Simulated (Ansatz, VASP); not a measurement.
Ga3Sb: VASP beside Ansatz

```xyz
4
Lattice="3.3900 0.0000 0.0000 0.0000 5.3398 0.0000 0.0000 0.0000 5.6748" Properties=species:S:1:pos:R:3 pbc="T T T"
Ga    1.6950    0.0000    4.5319
Ga    1.6950    0.0000    1.1429
Ga    1.6950    0.0000    2.8374
Sb    1.6950    2.6699    0.0000
```

Alike in both runs: task relaxation of cell and atoms; functional PBE; k mesh 6 × 4 × 4; occupations gaussian, width 0.1 eV; no spin polarisation.

|  | VASP | Ansatz |
| --- | --- | --- |
| version | VASP 6.6.1 | Ansatz 0.2.0 |
| potentials or method | VASP PAW PBE potentials, release 64 (Ga_d, Sb), cutoff 600 eV | scalar-relativistic, plane waves, PAW |
| valence electrons in the cell | 44 | 54 |

|  | VASP | Ansatz | Ansatz less VASP |
| --- | --- | --- | --- |
| gap on the k mesh at the Fermi level, each at its own relaxed structure (eV) | none | none | - |
| relaxed volume (Å³/atom) | 29.65 | 29.65 | +0.004 |
| relaxed cell length with the largest relative difference (Å) | 5.144 | 5.169 | +0.0254 |

A gap of «none» marks a metal or a gap that the smearing closes. VASP's potentials hold 44 valence electrons a cell and Ansatz's 54, so a difference there can come from the potentials and not from the codes.

Spin-orbit coupling is off throughout. Noted on VASP's run: the volume moved by over 15 % at a fixed basis, so the end points are rough.
